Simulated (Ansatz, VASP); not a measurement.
**One calculation of Ta, two programs**

```
Ta
1.0
     4.64046    0.00000    0.00000
    -2.32023    4.01875    0.00000
     0.00000    0.00000   19.78890
Ta
5
Direct
  0.83333 0.16667 0.41603
  0.16667 0.83333 0.45603
  0.50000 0.50000 0.50000
  0.83333 0.16667 0.54397
  0.16667 0.83333 0.58397
```

Alike in both runs: functional PBEsol; k mesh 8 × 8 × 1; occupations fermi-dirac, width 0.08 eV; no spin polarisation.

Ansatz relaxed the structure, and its values are those at the end. VASP's run is a single point on that final structure, the one shown.

|  | VASP | Ansatz |
| --- | --- | --- |
| version | VASP 6.6.1 | Ansatz 0.2.0 |
| potentials or method | VASP PAW PBE potentials, release 64 (Ta_pv) | PAW with Ansatz's default frozen-core files, scalar-relativistic |
| plane-wave cutoff (eV) | 520 | 420 |
| valence electrons in the cell | 55 | 65 |

|  | VASP | Ansatz | Ansatz less VASP |
| --- | --- | --- | --- |
| rms of the force components (eV/Å) | 0.012 | 0.000 | -0.0121 |

VASP's potentials were made for PBE, not for PBEsol. The functional is the same, so the differences come from potentials, cutoffs and numerics. VASP's potentials hold 55 valence electrons a cell and Ansatz's 65, so a difference there can come from the potentials and not from the codes. Ansatz's warnings: stress scf threshold loose, xc potential rough in thin density.

Neither program's run includes spin-orbit coupling.
